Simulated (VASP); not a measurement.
Al3P5:

```xyz
8
Lattice="5.4923 0.0000 0.0000 0.0000 5.4923 0.0000 0.0000 0.0000 5.4923" Properties=species:S:1:pos:R:3 pbc="T T T"
Al    2.7461    0.0000    0.0000
Al    0.0000    2.7461    0.0000
Al    0.0000    0.0000    2.7461
P     0.0000    2.7461    2.7461
P     2.7461    0.0000    2.7461
P     2.7461    2.7461    0.0000
P     2.7461    2.7461    2.7461
P     0.0000    0.0000    0.0000
```

- Program: VASP 6.6.1
- Task: relaxation of cell and atoms
- Functional: PBE
- Potentials or basis: VASP PAW PBE potentials, release 64 (Al, P)
- Cutoff: 600 eV
- k mesh: 4 × 4 × 4
- Occupations: gaussian, width 0.1 eV
- Spin: no spin polarisation

At the start: pressure -15.2 GPa; volume 20.71 Å³/atom.

Task: How do energy, volume and symmetry change on relaxing?

Result: Over 3 steps the energy falls by 277.6 meV/atom and the volume is 16.05 Å³/atom (-22.5 %); space group Pm-3m (No. 221, to 0.05 Å).

Step by step:
| step | energy change (eV) | largest force (eV/Å) | pressure (GPa) | volume (Å³) |
| --- | --- | --- | --- | --- |
| 1 | 0.0000 | 0.0000 | -15.19 | 165.68 |
| 2 | -2.1348 | 0.0000 | 5.13 | 122.92 |
| 3 | -2.2210 | 0.0000 | 0.10 | 128.41 |

Final structure:
```xyz
8
Lattice="5.0451 0.0000 0.0000 0.0000 5.0451 0.0000 0.0000 0.0000 5.0451" Properties=species:S:1:pos:R:3 pbc="T T T"
Al    2.5225    0.0000    0.0000
Al    0.0000    2.5225    0.0000
Al    0.0000    0.0000    2.5225
P     0.0000    2.5225    2.5225
P     2.5225    0.0000    2.5225
P     2.5225    2.5225    0.0000
P     2.5225    2.5225    2.5225
P     0.0000    0.0000    0.0000
```

Caveat: the volume moved by over 15 % at a fixed basis, so the end points are rough.
